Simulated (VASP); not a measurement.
Here is a VASP 6.6.1 calculation.

The input POSCAR:

```
KF
1.0
    0.0000000000      2.9034055542      2.9034055542
    2.9034055542      0.0000000000      2.9034055542
    2.9034055542      2.9034055542      0.0000000000
K F
1 1
Direct
    0.0000000000      0.0000000000      0.0000000000
    0.2500000000      0.2500000000      0.2500000000
```

INCAR.step1

```
ALGO = Normal
EDIFF = 1E-4
ENCUT = 520
GGA = PE
ISMEAR = 0
LASPH = T
LCHARG = F
LREAL = F
LWAVE = T
NBANDS = 15
NELM = 60
PREC = Accurate
SIGMA = 0.01
```

Contents of INCAR.step2:

```
ALGO = Normal
EDIFF = 1E-6
ENCUT = 520
ISIF = 2
ISMEAR = 0
ISTART = 1
LASPH = T
LCHARG = F
LMIXTAU = T
LREAL = F
LWAVE = F
METAGGA = R2SCAN
NBANDS = 15
NELM = 60
PREC = Accurate
SIGMA = 0.01
```

Contents of KPOINTS:

```
k-points
0
Gamma
  8 8 8
```

Potentials or basis: VASP PAW PBE potentials, release 64 (K_sv, F).

Run with:

```bash
$ cat potpaw_PBE.64/K_sv/POTCAR potpaw_PBE.64/F/POTCAR > POTCAR
$ cp INCAR.step1 INCAR
$ mpirun -np 1 vasp_std > vasp.out
$ cp INCAR.step2 INCAR
$ mpirun -np 1 vasp_std > vasp.out
```

(1) What does it give for the pressure?

(2) What does it give for the band gap on the k mesh?

Results:

(1) 0.9 GPa.

(2) 5.82 eV (least direct gap 6.06 eV).

Caveat: the cell differs from its parent crystal (strain -1.1%); the PAW data sets were made with another functional, which shifts forces and pressure a little.
